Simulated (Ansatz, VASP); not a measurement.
## One calculation of GaSe2, two programs

```
Ga Se
1.0
     0.00000    3.24521    3.24521
     3.24521    0.00000    3.24521
     3.24521    3.24521    0.00000
Ga Se
1 2
Direct
  0.00000 0.00000 0.00000
  0.25000 0.25000 0.25000
  0.75000 0.75000 0.75000
```

Alike in both runs: task relaxation of cell and atoms; functional PBE; k mesh 12 × 12 × 12; occupations gaussian, width 0.1 eV; no spin polarisation.

|  | VASP | Ansatz |
| --- | --- | --- |
| version | VASP 6.6.1 | Ansatz 0.2.0 |
| potentials or method | VASP PAW PBE potentials, release 64 (Ga_d, Se), cutoff 600 eV | scalar-relativistic, plane waves, PAW |
| valence electrons in the cell | 25 | 45 |

|  | VASP | Ansatz | Ansatz less VASP |
| --- | --- | --- | --- |
| gap on the k mesh at the Fermi level, each at its own relaxed structure (eV) | none | none | - |
| relaxed volume (Å³/atom) | 22.95 | 22.90 | -0.051 |
| relaxed length of the cell vector where the two differ most in proportion (Å) | 4.601 | 4.597 | -0.0034 |

A gap of «none» marks a metal or a gap that the smearing closes. VASP's potentials hold 25 valence electrons a cell and Ansatz's 45, so a difference there can come from the potentials and not from the codes.
